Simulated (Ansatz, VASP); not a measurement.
**Two plane-wave programs on MoS2**

```xyz
15
Lattice="3.1414 0.0000 0.0000 -1.5707 2.7206 0.0000 0.0000 0.0000 43.2758" Properties=species:S:1:pos:R:3 pbc="T T T"
S     0.0000    1.8137    7.5022
S     0.0000    1.8137   10.6189
S     1.5707    0.9069   13.7876
S     1.5707    0.9069   16.9057
S     0.0000    1.8137   20.0789
S     0.0000    1.8137   23.1970
S     1.5707    0.9069   26.3701
S     1.5707    0.9069   29.4882
S     0.0000    1.8137   32.6569
S     0.0000    1.8137   35.7737
Mo    1.5707    0.9069    9.0597
Mo    0.0000    1.8137   15.3467
Mo    1.5707    0.9069   21.6379
Mo    0.0000    1.8137   27.9292
Mo    1.5707    0.9069   34.2161
```

Alike in both runs: functional PBEsol; k mesh 9 × 9 × 1; occupations gaussian, width 0.05 eV; no spin polarisation.

Ansatz relaxed the structure, and its values are those at the end. VASP's run is a single point on that final structure, the one shown.

```csv
,VASP,Ansatz
version,VASP 6.6.1,Ansatz 0.2.0
potentials or method,"VASP PAW PBE potentials, release 64 (S, Mo_sv), cutoff 520 eV","scalar-relativistic, plane waves, PAW"
valence electrons in the cell,130,130
```

VASP gave:

- gap on the k mesh at the Fermi level (eV): 1.16
- least direct gap on the mesh (eV): 1.75

Task: Estimate Ansatz's values.

Result: gap on the k mesh at the Fermi level (eV): 1.15; least direct gap on the mesh (eV): 1.75.

VASP's potentials were made for PBE, not for PBEsol. With one functional, cell and mesh, what is left measures potentials, basis and numerics.
